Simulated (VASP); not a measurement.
A run of VASP 6.6.1:

File INCAR:

```
ALGO = Normal
EDIFF = 1E-6
ENCUT = 520
GGA = PS
ISIF = 2
ISMEAR = -1
LASPH = T
LCHARG = T
LELF = T
LREAL = F
LVHAR = T
LWAVE = F
NBANDS = 16
NELM = 80
PREC = Accurate
SIGMA = 0.05
```

File KPOINTS:

```
k-points
0
Gamma
  9 9 9
```

The input POSCAR:

```
InSb
1.0
    0.0000000000      3.2391000000      3.3038820000
    3.2391000000      0.0000000000      3.3038820000
    3.2391000000      3.2391000000      0.0000000000
In Sb
1 1
Direct
    0.0000000000      0.0000000000      0.0000000000
    0.7500000000      0.7500000000      0.7500000000
```

Potentials or basis: VASP PAW PBE potentials, release 64 (In_d, Sb).

Command:

```console
$ cat potpaw_PBE.64/In_d/POTCAR potpaw_PBE.64/Sb/POTCAR > POTCAR
$ mpirun -np 1 vasp_std > vasp.out
```

Hardware: 1 thread of Intel(R) Xeon(R) 6975P-C (Granite Rapids) (shared host).

Problem. Estimate the wall time of this run.

Solution. Run time: 28 s on 1 thread of Intel(R) Xeon(R) 6975P-C (Granite Rapids), on a shared host, peak memory 0.25 GiB. Counts: scf iterations 12, k points 75.
